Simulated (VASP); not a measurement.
# InSb (Pmmn) in VASP: notebook, part 2 of 3

VASP 6.6.1.

## Step 3: Electric field gradients, LDA (zz strain of +1 %)

INCAR reads:

```
PREC = Accurate
ENCUT = 520
EDIFF = 1E-8
ISMEAR = -1
SIGMA = 0.08
LREAL = F
LASPH = T
NELM = 80
ALGO = Normal
ISIF = 2
LWAVE = F
LCHARG = F
GGA = CA
LEFG = T
NBANDS = 26
```

KPOINTS reads:

```
Automatic mesh
0
Gamma
  6 6 11
```

POSCAR reads:

```
InSb
1.0
    5.3570000000      0.0000000000      0.0000000000
    0.0000000000      5.7120000000      0.0000000000
    0.0000000000      0.0000000000      3.0936300000
In Sb
2 2
Direct
    0.0000000000      0.0000000000      0.0000000000
    0.5000000000      0.5000000000      0.0000000000
    0.5000000000      0.0000000000      0.8350000000
    0.0000000000      0.5000000000      0.1650000000
```

Potentials or basis: VASP PAW LDA potentials, release 64 (In_d, Sb).

Launch:

```
$ cat potpaw_LDA.64/In_d/POTCAR potpaw_LDA.64/Sb/POTCAR > POTCAR
$ mpirun -np 1 vasp_std > vasp.out
```

OUTCAR:

```text
PREC = Accurate
   ENCUT = 520
   EDIFF = 1E-8
   ISMEAR = -1
   LREAL = F
   LASPH = T
   NELM = 80
   ISIF = 2
   GGA = CA

 ion  position               nearest neighbor table
   1  0.000  0.000  0.000-   3 2.73   3 2.73   4 2.90   4 2.90   3 3.72   3 3.72   4 3.85   4 3.85
                             2 3.92   2 3.92   2 3.92   2 3.92
   2  0.500  0.500  0.000-   4 2.73   4 2.73   3 2.90   3 2.90   4 3.72   4 3.72   3 3.85   3 3.85
                             1 3.92   1 3.92   1 3.92   1 3.92
   3  0.500  0.000  0.835-   1 2.73   1 2.73   2 2.90   2 2.90   1 3.72   1 3.72   2 3.85   2 3.85

   4  0.000  0.500  0.165-   2 2.73   2 2.73   1 2.90   1 2.90   2 3.72   2 3.72   1 3.85   1 3.85

  LATTYP: Found a simple orthorhombic cell.
 ALAT       =     3.0936300000
 B/A-ratio  =     1.7316227215
 C/A-ratio  =     1.8463746473

  Lattice vectors:

 A1 = (   0.0000000000,   0.0000000000,   3.0936300000)
 A2 = (   5.3570000000,   0.0000000000,   0.0000000000)
 A3 = (   0.0000000000,   5.7120000000,   0.0000000000)

Analysis of symmetry for initial positions (statically):
=====================================================================
 Subroutine PRICEL returns:
 Original cell was already a primitive cell.

 Routine SETGRP: Setting up the symmetry group for a
 simple orthorhombic supercell.

 Subroutine GETGRP returns: Found  8 space group operations
 (whereof  4 operations were pure point group operations)
 out of a pool of  8 trial point group operations.

The static configuration has the point symmetry C_2v.
 The point group associated with its full space group is D_2h.
[... 870 lines left out ...]

------------------------ aborting loop because EDIFF is reached ----------------------------------------

  FORCE on cell =-STRESS in cart. coord.  units (eV):
  Direction    XX          YY          ZZ          XY          YZ          ZX
  --------------------------------------------------------------------------------------
  -------------------------------------------------------------------------------------
  Total       13.1993520      4.8354917      1.4477691      0.0000000      0.0000000      0.0000000
  in kB      223.4009301     81.8413914     24.5037008      0.0000000      0.0000000      0.0000000
  external PRESSURE =     109.9153408 kB  Pullay stress =       0.0000000 kB

 VOLUME and BASIS-vectors are now :
 -----------------------------------------------------------------------------
  energy-cutoff  :      520.00
  volume of cell :       94.66
      direct lattice vectors                 reciprocal lattice vectors
     5.357000000  0.000000000  0.000000000     0.186671645  0.000000000  0.000000000
     0.000000000  5.712000000  0.000000000     0.000000000  0.175070028  0.000000000
     0.000000000  0.000000000  3.093630000     0.000000000  0.000000000  0.323244861

 POSITION                                       TOTAL-FORCE (eV/Angst)
 -----------------------------------------------------------------------------------
      0.00000      0.00000      0.00000         0.000000      0.000000      0.258420
      2.67850      2.85600      0.00000         0.000000      0.000000     -0.258420
      2.67850      0.00000      2.58318         0.000000      0.000000     -0.631730
      0.00000      2.85600      0.51045         0.000000      0.000000      0.631730
 -----------------------------------------------------------------------------------
    total drift:                               -0.000000      0.000000     -0.000000

  FREE ENERGIE OF THE ION-ELECTRON SYSTEM (eV)
  ---------------------------------------------------
  free  energy   TOTEN  =       -15.5060256878 eV

  energy  without entropy=      -15.4729320089  energy(sigma->0) =      -15.48947885

 Electric field gradients (V/A^2)
---------------------------------------------------------------------
 ion       V_xx      V_yy      V_zz      V_xy      V_xz      V_yz
---------------------------------------------------------------------
   1     -88.640    10.404    78.235     0.000     0.000    -0.000
   2     -88.640    10.404    78.235     0.000     0.000    -0.000
   3     -85.985   -72.291   158.276     0.000     0.000    -0.000
   4     -85.985   -72.291   158.276     0.000     0.000    -0.000
---------------------------------------------------------------------

 Electric field gradients after diagonalization (V/A^2)
 (convention: |V_zz| > |V_xx| > |V_yy|)
----------------------------------------------------------------------
 ion       V_xx      V_yy      V_zz     asymmetry (V_yy - V_xx)/ V_zz
----------------------------------------------------------------------
   1      78.235    10.404   -88.640       0.765
   2      78.235    10.404   -88.640       0.765
   3     -85.985   -72.291   158.276       0.087
   4     -85.985   -72.291   158.276       0.087
----------------------------------------------------------------------

           NMR quadrupolar parameters

 Cq : quadrupolar parameter    Cq=e*Q*V_zz/h
 eta: asymmetry parameters     (V_yy - V_xx)/ V_zz
 Q  : nuclear electric quadrupole moment in mb (millibarn)
----------------------------------------------------------------------
 ion       Cq(MHz)       eta       Q (mb)
----------------------------------------------------------------------
   1      -0.214       0.765       1.000
   2      -0.214       0.765       1.000
   3       0.383       0.087       1.000
   4       0.383       0.087       1.000
----------------------------------------------------------------------
```

OSZICAR:

```text
N       E                     dE             d eps       ncg     rms          rms(c)
DAV:   1     0.300187761410E+03    0.30019E+03   -0.15804E+04  4992   0.156E+03
DAV:   2     0.108149290386E+02   -0.28937E+03   -0.28276E+03  5202   0.381E+02
DAV:   3    -0.146735004310E+02   -0.25488E+02   -0.25027E+02  6360   0.128E+02
DAV:   4    -0.156333032336E+02   -0.95980E+00   -0.95638E+00  5894   0.256E+01
DAV:   5    -0.156883440847E+02   -0.55041E-01   -0.55035E-01  7686   0.568E+00    0.699E+00
DAV:   6    -0.155417531916E+02    0.14659E+00   -0.23238E-01  6900   0.776E+00    0.379E+00
DAV:   7    -0.155089084262E+02    0.32845E-01   -0.96476E-02  7276   0.339E+00    0.711E-01
DAV:   8    -0.155063080166E+02    0.26004E-02   -0.12322E-02  6610   0.138E+00    0.442E-01
DAV:   9    -0.155060336580E+02    0.27436E-03   -0.94009E-04  6402   0.177E-01    0.115E-01
DAV:  10    -0.155060267280E+02    0.69300E-05   -0.51007E-05  6916   0.756E-02    0.437E-02
DAV:  11    -0.155060259318E+02    0.79614E-06   -0.64708E-06  6404   0.262E-02    0.224E-02
DAV:  12    -0.155060256917E+02    0.24011E-06   -0.76678E-07  6114   0.608E-03    0.508E-03
DAV:  13    -0.155060256927E+02   -0.10114E-08   -0.13969E-07  6960   0.414E-03    0.940E-04
DAV:  14    -0.155060256878E+02    0.49176E-08   -0.20101E-08  4192   0.103E-03
   1 F= -.15506026E+02 E0= -.15489479E+02  d E =-.330937E-01
```

Wall time 81 s (1 thread of Intel Xeon 6975P-C (Granite Rapids), shared host); peak memory 0.31 GiB.

Results:

| Property | Result |
| --- | --- |
| Free energy | -15.5060 eV |
| Pressure | 11.0 GPa |
| Largest force | 0.632 eV/Å |
| Band gap on the k mesh | zero (bands 18 and 19 overlap by 3.35 eV) |
| Largest electric field gradient by atom | In -88.6; Sb +158.3 V/Å² |

Forces in eV/Å, atoms in the order of the input:
```
In   0.000  0.000  0.258
In   0.000  0.000 -0.258
Sb   0.000  0.000 -0.632
Sb   0.000  0.000  0.632
```

Stress tensor (GPa, compression positive):
```
22.34  0.00  0.00
 0.00  8.18  0.00
 0.00  0.00  2.45
```

Electric field gradients, principal values (V/Å²):
| atom | least | middle | greatest (by size) |
| --- | --- | --- | --- |
| 1 In | 10.404 | 78.235 | -88.640 |
| 2 In | 10.404 | 78.235 | -88.640 |
| 3 Sb | -72.291 | -85.985 | 158.276 |
| 4 Sb | -72.291 | -85.985 | 158.276 |

Caveat: the cell differs from its parent crystal (zz strain of +1 %); the cell stands under pressure; without QUAD_EFG the Cq values of the log hold for a quadrupole moment of 1 mb, not for the nuclei; spin-orbit coupling is left out, which moves the levels of the heavy elements.

## Step 4: Electric field gradients, LDA (equal xx and yy strain of -3 %)

INCAR reads:

```
ALGO = Normal
EDIFF = 1E-8
ENCUT = 520
GGA = CA
ISIF = 2
ISMEAR = -1
LASPH = T
LCHARG = F
LEFG = T
LREAL = F
LWAVE = F
NBANDS = 26
NELM = 100
PREC = Accurate
SIGMA = 0.08
```

KPOINTS reads:

```
k-points
0
Gamma
  6 6 11
```

POSCAR reads:

```
InSb
1.0
    5.1962900000      0.0000000000      0.0000000000
    0.0000000000      5.5406400000      0.0000000000
    0.0000000000      0.0000000000      3.0630000000
In Sb
2 2
Direct
    0.0000000000      0.0000000000      0.0000000000
    0.5000000000      0.5000000000      0.0000000000
    0.5000000000      0.0000000000      0.8350000000
    0.0000000000      0.5000000000      0.1650000000
```

Potentials or basis: VASP PAW LDA potentials, release 64 (In_d, Sb).

Launch:

```
$ cat potpaw_LDA.64/In_d/POTCAR potpaw_LDA.64/Sb/POTCAR > POTCAR
$ mpirun -np 1 vasp_std > vasp.out
```

OUTCAR:

```text
EDIFF = 1E-8
   ENCUT = 520
   GGA = CA
   ISIF = 2
   ISMEAR = -1
   LASPH = T
   LREAL = F
   NELM = 100
   PREC = Accurate

 ion  position               nearest neighbor table
   1  0.000  0.000  0.000-   3 2.65   3 2.65   4 2.82   4 2.82   3 3.65   3 3.65   4 3.77   4 3.77
                             2 3.80   2 3.80   2 3.80   2 3.80
   2  0.500  0.500  0.000-   4 2.65   4 2.65   3 2.82   3 2.82   4 3.65   4 3.65   3 3.77   3 3.77
                             1 3.80   1 3.80   1 3.80   1 3.80
   3  0.500  0.000  0.835-   1 2.65   1 2.65   2 2.82   2 2.82   1 3.65   1 3.65   2 3.77   2 3.77

   4  0.000  0.500  0.165-   2 2.65   2 2.65   1 2.82   1 2.82   2 3.65   2 3.65   1 3.77   1 3.77

  LATTYP: Found a simple orthorhombic cell.
 ALAT       =     3.0630000000
 B/A-ratio  =     1.6964707803
[... 931 lines left out ...]
   1    -101.287     8.980    92.308     0.000    -0.000     0.000
   2    -101.287     8.980    92.308    -0.000     0.000     0.000
   3     -94.456   -61.743   156.198    -0.000     0.000    -0.000
   4     -94.456   -61.743   156.198     0.000     0.000    -0.000
---------------------------------------------------------------------

 Electric field gradients after diagonalization (V/A^2)
 (convention: |V_zz| > |V_xx| > |V_yy|)
----------------------------------------------------------------------
 ion       V_xx      V_yy      V_zz     asymmetry (V_yy - V_xx)/ V_zz
----------------------------------------------------------------------
   1      92.308     8.980  -101.287       0.823
   2      92.308     8.980  -101.287       0.823
   3     -94.456   -61.743   156.198       0.209
   4     -94.456   -61.743   156.198       0.209
----------------------------------------------------------------------

           NMR quadrupolar parameters

 Cq : quadrupolar parameter    Cq=e*Q*V_zz/h
 eta: asymmetry parameters     (V_yy - V_xx)/ V_zz
 Q  : nuclear electric quadrupole moment in mb (millibarn)
----------------------------------------------------------------------
 ion       Cq(MHz)       eta       Q (mb)
----------------------------------------------------------------------
   1      -0.245       0.823       1.000
   2      -0.245       0.823       1.000
   3       0.378       0.209       1.000
   4       0.378       0.209       1.000
----------------------------------------------------------------------
```

OSZICAR:

```text
N       E                     dE             d eps       ncg     rms          rms(c)
DAV:   1     0.304572986854E+03    0.30457E+03   -0.15798E+04  4992   0.159E+03
DAV:   2     0.117526935643E+02   -0.29282E+03   -0.28600E+03  5200   0.387E+02
DAV:   3    -0.139876872956E+02   -0.25740E+02   -0.25213E+02  6318   0.130E+02
DAV:   4    -0.149400099231E+02   -0.95232E+00   -0.94918E+00  5994   0.258E+01
DAV:   5    -0.149944575126E+02   -0.54448E-01   -0.54442E-01  7704   0.560E+00    0.809E+00
DAV:   6    -0.148096828062E+02    0.18477E+00   -0.26806E-01  6936   0.894E+00    0.436E+00
DAV:   7    -0.147643533432E+02    0.45329E-01   -0.11844E-01  7542   0.392E+00    0.850E-01
DAV:   8    -0.147611592105E+02    0.31941E-02   -0.15293E-02  6826   0.156E+00    0.542E-01
DAV:   9    -0.147607041127E+02    0.45510E-03   -0.10758E-03  6436   0.190E-01    0.131E-01
DAV:  10    -0.147606975907E+02    0.65219E-05   -0.54699E-05  6796   0.876E-02    0.426E-02
DAV:  11    -0.147606955758E+02    0.20150E-05   -0.80749E-06  6624   0.308E-02    0.223E-02
DAV:  12    -0.147606953461E+02    0.22972E-06   -0.74229E-07  5910   0.720E-03    0.501E-03
DAV:  13    -0.147606953546E+02   -0.85352E-08   -0.11685E-07  7110   0.393E-03    0.167E-03
DAV:  14    -0.147606953483E+02    0.62992E-08   -0.22952E-08  4316   0.125E-03
   1 F= -.14760695E+02 E0= -.14742488E+02  d E =-.364138E-01
```

Wall time 4.8 min (1 thread of Intel Xeon 8259CL, shared host); peak memory 0.31 GiB.

Results:

```yaml
Free_energy: -14.7607 eV
Pressure: 20.3 GPa
Largest_force: 0.962 eV/Å
Band_gap_on_the_k_mesh: zero (bands 18 and 19 overlap by 3.84 eV)
Largest_electric_field_gradient_by_atom: In -101.3; Sb +156.2 V/Å²
```

Forces on the atoms (eV/Å):
```
In   0.000  0.000  0.352
In   0.000  0.000 -0.352
Sb   0.000  0.000 -0.962
Sb   0.000  0.000  0.962
```

Electric field gradients, principal values (V/Å²):
```
atom    least   middle  greatest (by size)
1 In    8.980   92.308            -101.287
2 In    8.980   92.308            -101.287
3 Sb  -61.743  -94.456             156.198
4 Sb  -61.743  -94.456             156.198
```

Caveat: the cell differs from its parent crystal (equal xx and yy strain of -3 %); the cell stands under pressure; without QUAD_EFG the Cq values of the log hold for a quadrupole moment of 1 mb, not for the nuclei; spin-orbit coupling is left out, which moves the levels of the heavy elements.

(Continued in part 3 of 3.)
